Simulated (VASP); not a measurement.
Here is a VASP 6.6.1 calculation.

File INCAR:

```
PREC = Accurate
ENCUT = 520
EDIFF = 1E-6
ISMEAR = -1
SIGMA = 0.05
LREAL = F
LASPH = T
NELM = 100
ALGO = Normal
ISIF = 2
LWAVE = F
LCHARG = F
LDIPOL = T
IDIPOL = 3
DIPOL = 0.5 0.5 0.500
GGA = PE
NBANDS = 8
```

Contents of KPOINTS:

```
Automatic mesh
0
Gamma
  7 15 1
```

The input POSCAR:

```
C
1.0
    5.3071701051      0.0000000000      0.0000000000
    0.0000000000      2.3734386246      0.0000000000
    0.0000000000      0.0000000000     16.0000000000
C
1
Direct
    0.0000000000      0.0000000000      0.5000000000
```

Potentials or basis: VASP PAW PBE potentials, release 64 (C).

Run with:

```bash
$ cat potpaw_PBE.64/C/POTCAR > POTCAR
$ mpirun -np 1 vasp_std > vasp.out
```

What does it give for the band gap on the k mesh?

Zero (bands 2 and 3 overlap by 1.03 eV).
